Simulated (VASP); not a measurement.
# Mn (P6_3/mmc) in VASP: further runs

Mn is run at these levels: PBE; tasks: single point.

Program: VASP 6.6.1. These are calculated values, not measurements. Logs are shortened: lines on timing, memory, paths and dates and some standing lists are left out, and cuts for length are marked.

## Step 1: The cell of the first run

The structure is hexagonal, space group P6_3/mmc (No. 194). The conventional cell has a = 2.514 Å, b = 2.514 Å, c = 4.068 Å, α = 90.00°, β = 90.00°, γ = 120.00°. Within 3.3 Å of Mn (site symmetry -6m2) lie 12 Mn at 2.50 to 2.51 Å.

This isn't the form of Mn at room conditions, which is a 58-atom cubic cell.

## Step 2: Single point, PBE, collinear spin, ferromagnetic start (11.13 Å³/atom)

Input file INCAR:

```
SYSTEM = Mn
PREC = Accurate ; ENCUT = 520
EDIFF = 1E-6 ; ISMEAR = -1
SIGMA = 0.05 ; LREAL = .FALSE.
LASPH = .TRUE. ; NELM = 150
ALGO = Normal ; ISIF = 2
LWAVE = .FALSE. ; LCHARG = .FALSE.
ISPIN = 2 ; MAGMOM = 3 3
LORBIT = 11 ; LMAXMIX = 4
GGA = PE ; NBANDS = 24
```

Input file KPOINTS:

```
regular mesh
0
G
  16 16 9
  0 0 0
```

Input file POSCAR:

```
Mn
1.0
    2.5138270456      0.0000000000      0.0000000000
   -1.2569135228      2.1770380822      0.0000000000
    0.0000000000      0.0000000000      4.0683497272
Mn
2
Direct
    0.3333333333      0.6666666667      0.2500000000
    0.6666666667      0.3333333333      0.7500000000
```

Potentials or basis: VASP PAW PBE potentials, release 64 (Mn_pv).

Command:

```sh
$ cat potpaw_PBE.64/Mn_pv/POTCAR > POTCAR
$ mpirun -np 1 vasp_std > vasp.out
```

OUTCAR:

```text
SYSTEM = Mn
   PREC = Accurate
   ENCUT = 520
   EDIFF = 1E-6
   ISMEAR = -1
   LREAL = .FALSE.
   LASPH = .TRUE.
   NELM = 150
   ISIF = 2
   ISPIN = 2
   LORBIT = 11
   GGA = PE

 ion  position               nearest neighbor table
   1  0.333  0.667  0.250-   2 2.50   2 2.50   2 2.50   2 2.50   2 2.50   2 2.50
   2  0.667  0.333  0.750-   1 2.50   1 2.50   1 2.50   1 2.50   1 2.50   1 2.50

  LATTYP: Found a hexagonal cell.
 ALAT       =     2.5138270456
 C/A-ratio  =     1.6183888762

  Lattice vectors:

 A1 = (   2.5138270456,   0.0000000000,   0.0000000000)
 A2 = (  -1.2569135228,   2.1770380822,   0.0000000000)
 A3 = (   0.0000000000,   0.0000000000,   4.0683497272)

Analysis of symmetry for initial positions (statically):
=====================================================================
 Subroutine PRICEL returns:
 Original cell was already a primitive cell.

 Routine SETGRP: Setting up the symmetry group for a
 hexagonal supercell.

 Subroutine GETGRP returns: Found 24 space group operations
 (whereof 12 operations were pure point group operations)
 out of a pool of 24 trial point group operations.

The static configuration has the point symmetry D_3d.
 The point group associated with its full space group is D_6h.

Analysis of symmetry for dynamics (positions and initial velocities):
=====================================================================
 Subroutine PRICEL returns:
 Original cell was already a primitive cell.

 Routine SETGRP: Setting up the symmetry group for a
 hexagonal supercell.

 Subroutine GETGRP returns: Found 24 space group operations
 (whereof 12 operations were pure point group operations)
 out of a pool of 24 trial point group operations.

The dynamic configuration has the point symmetry D_3d.
 The point group associated with its full space group is D_6h.

Analysis of structural, dynamic, and magnetic symmetry:
=====================================================================
 Subroutine PRICEL returns:
 Original cell was already a primitive cell.

 Routine SETGRP: Setting up the symmetry group for a
 hexagonal supercell.

 Subroutine GETGRP returns: Found 24 space group operations
 (whereof 12 operations were pure point group operations)
 out of a pool of 24 trial point group operations.

The overall configuration has the point symmetry D_3d.
 The point group associated with its full space group is D_6h.

 Subroutine INISYM returns: Found 24 space group operations
 (whereof 12 operations are pure point group operations),
 and found     1 'primitive' translations

----------------------------------------------------------------------------------------

                                     Primitive cell

  volume of cell :      22.2648

  direct lattice vectors                    reciprocal lattice vectors
     2.513827046  0.000000000  0.000000000     0.397799841  0.229669846  0.000000000
    -1.256913523  2.177038082  0.000000000     0.000000000  0.459339691  0.000000000
     0.000000000  0.000000000  4.068349727     0.000000000  0.000000000  0.245799911

  length of vectors
     2.513827046  2.513827046  4.068349727     0.459339691  0.459339691  0.245799911

  position of ions in fractional coordinates (direct lattice)
     0.333333333  0.666666667  0.250000000
     0.666666667  0.333333333  0.750000000

  ion indices of the primitive-cell ions
   primitive index   ion index
                 1           1
                 2           2

----------------------------------------------------------------------------------------

 KPOINTS: regular mesh

Automatic generation of k-mesh.
 Grid dimensions read from file:
 generate k-points for:   16   16    9

 Generating k-lattice:

  Cartesian coordinates                     Fractional coordinates (reciprocal lattice)
     0.024862490  0.014354365  0.000000000     0.062500000  0.000000000  0.000000000
     0.000000000  0.028708731  0.000000000     0.000000000  0.062500000  0.000000000
     0.000000000  0.000000000  0.027311101     0.000000000  0.000000000  0.111111111

  Length of vectors
     0.028708731  0.028708731  0.027311101

  Shift w.r.t. Gamma in fractional coordinates (k-lattice)
     0.000000000  0.000000000  0.000000000

 Subroutine IBZKPT returns following result:
 ===========================================

 Found    150 irreducible k-points:

 Following reciprocal coordinates:
            Coordinates               Weight
  0.000000  0.000000  0.000000      1.000000
  0.062500  0.000000  0.000000      6.000000
  0.125000  0.000000  0.000000      6.000000
  0.187500  0.000000  0.000000      6.000000
  0.250000  0.000000  0.000000      6.000000
  0.312500 -0.000000  0.000000      6.000000
[... 16 lines left out ...]
  0.187500  0.187500  0.000000      6.000000
  0.250000  0.187500  0.000000     12.000000
 [... further k-points ...]
   k-points           NKPTS =    150   k-points in BZ     NKDIM =    150   number of bands    NBANDS=     24
   number of dos      NEDOS =    301   number of ions     NIONS =      2
   total plane-waves  NPLWV =  12000
   dimension x,y,z NGX =    20 NGY =   20 NGZ =   30
   dimension x,y,z NGXF=    40 NGYF=   40 NGZF=   60
   ions per type =               2
   NGX,Y,Z   is equivalent  to a cutoff of  13.23, 13.23, 12.26 a.u.
   NGXF,Y,Z  is equivalent  to a cutoff of  26.45, 26.45, 24.52 a.u.
 SYSTEM =  Mn
   PREC   = accura    normal or accurate (medium, high low for compatibility)
   ISTART =      0    job   : 0-new  1-cont  2-samecut
   ICHARG =      2    charge: 1-file 2-atom 10-const
   ISPIN  =      2    spin polarized calculation?
   LNONCOLLINEAR =      F non collinear calculations
   LSORBIT =      F    spin-orbit coupling
   LASPH  =      T    aspherical Exc in radial PAW
   ENCUT  =  520.0 eV  38.22 Ry    6.18 a.u.   4.67  4.67  7.56*2*pi/ulx,y,z
   NELM   =    150;   NELMIN=  2; NELMDL= -5     # of ELM steps
   EDIFF  = 0.1E-05   stopping-criterion for ELM
   LREAL  =      F    real-space projection
   EDIFFG = 0.1E-04   stopping-criterion for IOM
   NSW    =      0    number of steps for IOM
   IBRION =     -1    ionic relax: 0-MD 1-quasi-New 2-CG
   NFREE  =      0    steps in history (QN), initial steepest desc. (CG)
   ISIF   =      2    stress and relaxation
   ISYM   =      2    0-nonsym 1-usesym 2-fastsym
   POTIM  = 0.5000    time-step for ionic-motion
   TEBEG  =    0.0;   TEEND  =   0.0 temperature during run
   PSTRESS=    0.0 pullay stress
   NELECT =      26.0000    total number of electrons
   NUPDOWN=      -1.0000    fix difference up-down
   EMIN   =  10.00;   EMAX   =-10.00  energy-range for DOS
   EFERMI =   0.00;   METHOD = LEGACY
   ISMEAR =    -1;   SIGMA  =   0.05  broadening in eV -4-tet -1-fermi 0-gaus
   EFERMI_NEDOS =   21; number of points for ismear=-14 and -15
   IALGO  =     38    algorithm
   IMIX   =      4    mixing-type and parameters
     AMIX     =   0.40;   BMIX     =  1.00
     AMIX_MAG =   1.60;   BMIX_MAG =  1.00
  volume/ion in A,a.u.               =      11.13        75.13
  Fermi-wavevector in a.u.,A,eV,Ry     =   1.723955  3.257803 40.436821  2.972023
  Thomas-Fermi vector in A             =   2.799735
   LORBIT       =     11    0 simple, 1 ext, 2 COOP (PROOUT), +10 PAW based schemes
   GGA     = PE    functional components
   LHFCALC =     F    Hartree Fock is set to
   AEXX    =    0.0000 exact exchange contribution
   IVDW    =     0    specifies the selected vdW correction
   LEPSILON=     F    determine dielectric tensor
   LRPA    =     F    only Hartree local field effects (RPA)
 spin polarized calculation
  energy-cutoff  :      520.00
  volume of cell :       22.26
 maximum number of plane-waves:       613
 NGX is ok and might be reduce to    20
   NGX =  9   NGY =  9   NGZ = 15

 number of electron      26.0000023 magnetization      -0.0020573

 number of electron      26.0000023 magnetization       0.0000656

 Free energy of the ion-electron system (eV)
  ---------------------------------------------------
  ext. energy  EPLUGINS =         0.00000000
  ---------------------------------------------------
  free energy    TOTEN  =       -17.87340158 eV

  energy without entropy =      -17.85023831  energy(sigma->0) =      -17.86181994

 E-fermi :   9.8747     XC(G=0): -13.8071

 val. band max:        9.8660649336   @ k =   0.0625   0.0000   0.0000
 cond. band min:       9.8772109277   @ k =   0.4375   0.1250   0.3333
 fundamental gap:      0.0111459941
 Fermi energy:         9.8747179956

 spin component 1

 k-point     1 :       0.0000    0.0000    0.0000
  band No.  band energies     occupation
      1     -38.3375      1.00000
      2     -37.7515      1.00000
      3     -37.7515      1.00000
      4     -37.6577      1.00000
      5     -37.6577      1.00000
      6     -37.6481      1.00000
[... 16 lines left out ...]
     23      35.5783      0.00000
     24      35.5783      0.00000
[... 598 lines left out ...]
      2     -38.0873      1.00000
      3     -38.0806      1.00000
      4     -37.9058      1.00000
      5     -37.8038      1.00000
      6     -37.7727      1.00000
[... 16 lines left out ...]
     23      29.3947      0.00000
     24      29.9561      0.00000

 [... further k-points ...]

 spin component 2

 k-point     1 :       0.0000    0.0000    0.0000
  band No.  band energies     occupation
      1     -38.3375      1.00000
      2     -37.7515      1.00000
      3     -37.7515      1.00000
      4     -37.6577      1.00000
      5     -37.6577      1.00000
      6     -37.6481      1.00000
[... 16 lines left out ...]
     23      35.5783      0.00000
     24      35.5783      0.00000
[... 598 lines left out ...]
      2     -38.0873      1.00000
      3     -38.0805      1.00000
      4     -37.9058      1.00000
      5     -37.8038      1.00000
      6     -37.7727      1.00000
[... 16 lines left out ...]
     23      29.3947      0.00000
     24      29.9561      0.00000

 [... further k-points ...]

------------------------ aborting loop because EDIFF is reached ----------------------------------------

  FORCE on cell =-STRESS in cart. coord.  units (eV):
  Direction    XX          YY          ZZ          XY          YZ          ZX
  --------------------------------------------------------------------------------------
  -------------------------------------------------------------------------------------
  Total       -1.4041333     -1.4041333     -1.4516692      0.0000000      0.0000000      0.0000000
  in kB     -101.0413699   -101.0413699   -104.4620494      0.0000000      0.0000000      0.0000000
  external PRESSURE =    -102.1815964 kB  Pullay stress =       0.0000000 kB

 VOLUME and BASIS-vectors are now :
 -----------------------------------------------------------------------------
  energy-cutoff  :      520.00
  volume of cell :       22.26
      direct lattice vectors                 reciprocal lattice vectors
     2.513827046  0.000000000  0.000000000     0.397799841  0.229669846  0.000000000
    -1.256913523  2.177038082  0.000000000     0.000000000  0.459339691  0.000000000
     0.000000000  0.000000000  4.068349727     0.000000000  0.000000000  0.245799911

 POSITION                                       TOTAL-FORCE (eV/Angst)
 -----------------------------------------------------------------------------------
     -0.00000      1.45136      1.01709         0.000000     -0.000000      0.000000
      1.25691      0.72568      3.05126        -0.000000      0.000000      0.000000
 -----------------------------------------------------------------------------------
    total drift:                               -0.000000      0.000000     -0.000000

  FREE ENERGIE OF THE ION-ELECTRON SYSTEM (eV)
  ---------------------------------------------------
  free  energy   TOTEN  =       -17.8734015827 eV

  energy  without entropy=      -17.8502383070  energy(sigma->0) =      -17.86181994

 total charge

# of ion       s       p       d       tot
------------------------------------------
    1        0.413   6.377   5.126  11.916
    2        0.413   6.377   5.126  11.916
--------------------------------------------------
tot          0.825  12.754  10.253  23.832

 magnetization (x)

# of ion       s       p       d       tot
------------------------------------------
    1       -0.000   0.000   0.000   0.000
    2       -0.000   0.000   0.000   0.000
--------------------------------------------------
tot         -0.000   0.000   0.000   0.000
```

It took 64 s on 1 thread of Intel Xeon 6975P-C (Granite Rapids), shared host; peak memory 0.21 GiB.

Results:

- Free energy: -17.8734 eV
- Pressure: -10.2 GPa
- Band gap on the k mesh: zero (filled and empty bands overlap)
- Net moment: 0.00 μB per cell
- Valence electrons inside the program's atomic spheres: Mn 11.92

Stress tensor (GPa, compression positive):
```
-10.10   0.00   0.00
  0.00 -10.10   0.00
  0.00   0.00 -10.45
```

Caveat: the cell stands under tension; the moments typed at the start vanished in this run.

## Step 3: Single point, PBE, collinear spin, ferromagnetic start (11.56 Å³/atom)

This run uses another cell than the first one, of 11.56 Å³/atom.

Input file INCAR:

```
PREC = Accurate ; ENCUT = 520
EDIFF = 1E-7 ; ISMEAR = -1
SIGMA = 0.05 ; LREAL = False
LASPH = True ; NELM = 150
ALGO = Normal ; ISIF = 2
LWAVE = False ; LCHARG = True
ISPIN = 2 ; MAGMOM = 3 3
LORBIT = 11 ; LMAXMIX = 4
GGA = PE ; LELF = True
LVHAR = True ; NBANDS = 24
```

Input file KPOINTS:

```
regular mesh
0
Gamma
  16 16 9
```

Input file POSCAR:

```
Mn
1.0
    2.5456510195      0.0000000000      0.0000000000
   -1.2728255097      2.2045984520      0.0000000000
    0.0000000000      0.0000000000      4.1198532926
Mn
2
Direct
    0.3333333333      0.6666666667      0.2500000000
    0.6666666667      0.3333333333      0.7500000000
```

Potentials or basis: VASP PAW PBE potentials, release 64 (Mn_pv).

Command:

```sh
$ cat potpaw_PBE.64/Mn_pv/POTCAR > POTCAR
$ mpirun -np 1 vasp_std > vasp.out
```

OUTCAR:

```text
PREC = Accurate
   ENCUT = 520
   EDIFF = 1E-7
   ISMEAR = -1
   LREAL = False
   LASPH = True
   NELM = 150
   ISIF = 2
   ISPIN = 2
   LORBIT = 11
   GGA = PE

 ion  position               nearest neighbor table
   1  0.333  0.667  0.250-   2 2.53   2 2.53   2 2.53   2 2.53   2 2.53   2 2.53
   2  0.667  0.333  0.750-   1 2.53   1 2.53   1 2.53   1 2.53   1 2.53   1 2.53

  LATTYP: Found a hexagonal cell.
 ALAT       =     2.5456510195
 C/A-ratio  =     1.6183888762

  Lattice vectors:

[... 1516 lines left out ...]
  external PRESSURE =    -182.5467599 kB  Pullay stress =       0.0000000 kB

 VOLUME and BASIS-vectors are now :
 -----------------------------------------------------------------------------
  energy-cutoff  :      520.00
  volume of cell :       23.12
      direct lattice vectors                 reciprocal lattice vectors
     2.545651020  0.000000000  0.000000000     0.392826822  0.226798671  0.000000000
    -1.272825510  2.204598452  0.000000000     0.000000000  0.453597343  0.000000000
     0.000000000  0.000000000  4.119853293     0.000000000  0.000000000  0.242727090

 POSITION                                       TOTAL-FORCE (eV/Angst)
 -----------------------------------------------------------------------------------
     -0.00000      1.46973      1.02996        -0.000000     -0.000000      0.000000
      1.27283      0.73487      3.08989         0.000000      0.000000      0.000000
 -----------------------------------------------------------------------------------
    total drift:                               -0.000000      0.000000     -0.000000

  FREE ENERGIE OF THE ION-ELECTRON SYSTEM (eV)
  ---------------------------------------------------
  free  energy   TOTEN  =       -17.7970461804 eV

  energy  without entropy=      -17.7724976342  energy(sigma->0) =      -17.78477191

 total charge

# of ion       s       p       d       tot
------------------------------------------
    1        0.398   6.354   5.095  11.847
    2        0.398   6.354   5.095  11.847
--------------------------------------------------
tot          0.797  12.707  10.190  23.694

 magnetization (x)

# of ion       s       p       d       tot
------------------------------------------
    1       -0.000  -0.000  -0.000  -0.000
    2       -0.000  -0.000  -0.000  -0.000
--------------------------------------------------
tot         -0.000  -0.000  -0.000  -0.000
```

It took 79 s on 1 thread of Intel Xeon 6975P-C (Granite Rapids), shared host; peak memory 0.22 GiB.

Results:

* Free energy: -17.7970 eV
* Pressure: -18.3 GPa
* Band gap on the k mesh: zero (filled and empty bands overlap)
* Net moment: 0.00 μB per cell
* Valence electrons inside the program's atomic spheres: Mn 11.85

Caveat: the cell stands under tension; the moments typed at the start vanished in this run.

## Step 4: Single point, PBE, collinear spin, ferromagnetic start (11.99 Å³/atom)

This run uses another cell than the first one, of 11.99 Å³/atom.

Input file INCAR:

```
SYSTEM = Mn
PREC = Accurate
ENCUT = 520
EDIFF = 1E-6
ISMEAR = -1
SIGMA = 0.05
LREAL = .FALSE.
LASPH = .TRUE.
NELM = 150
ALGO = Normal
ISIF = 2
LWAVE = .FALSE.
LCHARG = .FALSE.
ISPIN = 2
MAGMOM = 3 3
LORBIT = 11
LMAXMIX = 4
GGA = PE
NBANDS = 24
```

Input file KPOINTS:

```
regular mesh
0
G
  16 16 9
  0 0 0
```

Input file POSCAR:

```
Mn
1.0
    2.5766986040      0.0000000000      0.0000000000
   -1.2883493020      2.2314864490      0.0000000000
    0.0000000000      0.0000000000      4.1701003580
Mn
2
Direct
    0.3333333333      0.6666666667      0.2500000000
    0.6666666667      0.3333333333      0.7500000000
```

Command:

```sh
$ cat potpaw_PBE.64/Mn_pv/POTCAR > POTCAR
$ mpirun -np 1 vasp_std > vasp.out
```

Wall time 69 s (1 thread of Intel Xeon 6975P-C (Granite Rapids), shared host); peak memory 0.22 GiB.

The run converged. Its results:

```yaml
Free_energy: -17.6819 eV
Pressure: -24.8 GPa
Band_gap_on_the_k_mesh: zero (filled and empty bands overlap)
Net_moment: 0.00 μB per cell
Valence_electrons_inside_the_program's_atomic_spheres: Mn 11.79
```

Stress tensor (GPa, compression positive):
```
-24.65   0.00   0.00
  0.00 -24.65   0.00
  0.00   0.00 -25.03
```

Levels at points of the mesh, in eV from the Fermi level:
Spin up:
```tsv
k point	band 11	band 12	band 13	band 14	band 15	band 16
(0.00, 0.00, 0.00)	-0.79	-0.40	-0.40	0.05	0.05	0.61
(0.50, 0.00, 0.00)	-0.97	-0.80	-0.36	1.54	1.67	1.73
```
Spin down:
| k point | band 11 | band 12 | band 13 | band 14 | band 15 | band 16 |
| --- | --- | --- | --- | --- | --- | --- |
| (0.00, 0.00, 0.00) | -0.79 | -0.40 | -0.40 | 0.05 | 0.05 | 0.61 |
| (0.50, 0.00, 0.00) | -0.97 | -0.80 | -0.36 | 1.55 | 1.67 | 1.73 |

Caveat: the cell stands under tension; the moments typed at the start vanished in this run.
